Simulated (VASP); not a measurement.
Set up this calculation in VASP 6.6.1, as the native input.

```yaml
Task: single point
Functional: PBE
Potentials_or_basis: VASP PAW PBE potentials, release 64 (Pb_d, F)
Cutoff: 520 eV
k_mesh: 8 × 8 × 8
Occupations: gaussian, width 0.05 eV
Spin: no spin polarisation
Dipole_correction: no
Further_INCAR_settings: ALGO = Normal; EDIFF = 1e-06; NBANDS = 21
```

The structure of PbF2 lies in POSCAR:

```
PbF2
1.0
    0.0000000000      3.3337117321      2.3569341946
    3.3337117321      0.0000000000      2.3569341946
    3.3337117321      3.3337117321      0.0000000000
Pb F
1 2
Direct
    0.0000000000      0.0000000000      0.0000000000
    0.2500000000      0.2500000000      0.2500000000
    0.7500000000      0.7500000000      0.7500000000
```

This cell differs from its parent crystal: ratio of the length along z to the lengths across it x 0.707, volume and fractional coordinates fixed.

One way to write it, as run:

INCAR

```
ALGO = Normal
EDIFF = 1E-6
ENCUT = 520
GGA = PE
ISIF = 2
ISMEAR = 0
LASPH = T
LCHARG = F
LREAL = F
LWAVE = F
NBANDS = 21
NELM = 60
PREC = Accurate
SIGMA = 0.05
```

KPOINTS

```
k-points
0
Gamma
  8 8 8
```

Potentials or basis: VASP PAW PBE potentials, release 64 (Pb_d, F).

Run with:

```bash
$ cat potpaw_PBE.64/Pb_d/POTCAR potpaw_PBE.64/F/POTCAR > POTCAR
$ mpirun -np 1 vasp_std > vasp.out
```

It gave:

```yaml
Pressure: 0.6 GPa
Band_gap_on_the_k_mesh: 2.92 eV, indirect (least direct gap 3.31 eV)
```

Caveat: spin-orbit coupling is left out, which moves the levels of the heavy elements.

Wall time 37 s on 1 thread of Intel(R) Xeon(R) Platinum 8488C (Sapphire Rapids), on a shared host, peak memory 0.21 GiB.
